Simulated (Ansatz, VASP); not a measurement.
**One calculation of Ru, two programs**

Contents of INCAR:

```
PREC = Accurate
ENCUT = 520
EDIFF = 1E-6
ISMEAR = -1
SIGMA = 0.1
LREAL = F
LASPH = T
NELM = 60
ALGO = Normal
ISIF = 2
LWAVE = F
LCHARG = F
GGA = B5
ALDAX = 1.0
AGGAX = 1.0
AGGAC = 1.0
ALDAC = 0.0
NBANDS = 36
```

The input KPOINTS:

```
Automatic mesh
0
Gamma
  15 15 4
```

Contents of POSCAR:

```
Ru
1.0
    2.7897543622      0.0000000000      0.0000000000
   -1.3948771811      2.4159981480      0.0000000000
    0.0000000000      0.0000000000      8.9457986917
Ru
4
Direct
    1.0000000000      1.0000000000      1.0000000000
    1.0000000000      1.0000000000      0.5000000000
    0.3333333333      0.6666666667      0.2500000000
    0.6666666667      0.3333333333      0.7500000000
```

Input for Ansatz:

```yaml
crystal:
  lattice:
    - [2.7897543622, 0.0, 0.0]
    - [-1.3948771811, 2.415998148, 0.0]
    - [0.0, 0.0, 8.9457986917]
  atoms:
    - { symbol: Ru, position: [1.0, 1.0, 1.0] }
    - { symbol: Ru, position: [1.0, 1.0, 0.5] }
    - { symbol: Ru, position: [0.3333333333, 0.6666666667, 0.25] }
    - { symbol: Ru, position: [0.6666666667, 0.3333333333, 0.75] }
hamiltonian:
  xc: blyp
  pseudopotentials:
    kind: paw
    azcp:
      Ru: "pseudopotentials/Ru.paw.azcp"
basis:
  ecutwfc: 420
  fft_grid_basis: typed
kpoints:
  mp_grid: { grid: [15, 15, 4], shift: [0, 0, 0] }
magnetization:
  spin_polarized: false
scf:
  occupations: { method: fermi_dirac, width: 0.1 }
  lower_state_search: "off"
output:
  stress: true
```

Alike in both runs: task single point; functional BLYP; k mesh 15 × 15 × 4; occupations fermi-dirac, width 0.1 eV; no spin polarisation.

```csv
,VASP,Ansatz
version,VASP 6.6.1,Ansatz 0.2.0
potentials or method,"VASP PAW PBE potentials, release 64 (Ru_pv), cutoff 520 eV","plane waves (420 eV) with PAW, scalar-relativistic"
valence electrons in the cell,56,64
```

|  | VASP | Ansatz | Ansatz less VASP |
| --- | --- | --- | --- |
| pressure (GPa) | -9.0 | -9.5 | -0.49 |
| traceless stress, the component that is largest in VASP (GPa) | 0.25 | 0.25 | -0.006 |

VASP's potentials were made for PBE, not for BLYP. VASP's potentials hold 56 valence electrons a cell and Ansatz's 64, so a difference there can come from the potentials and not from the codes.
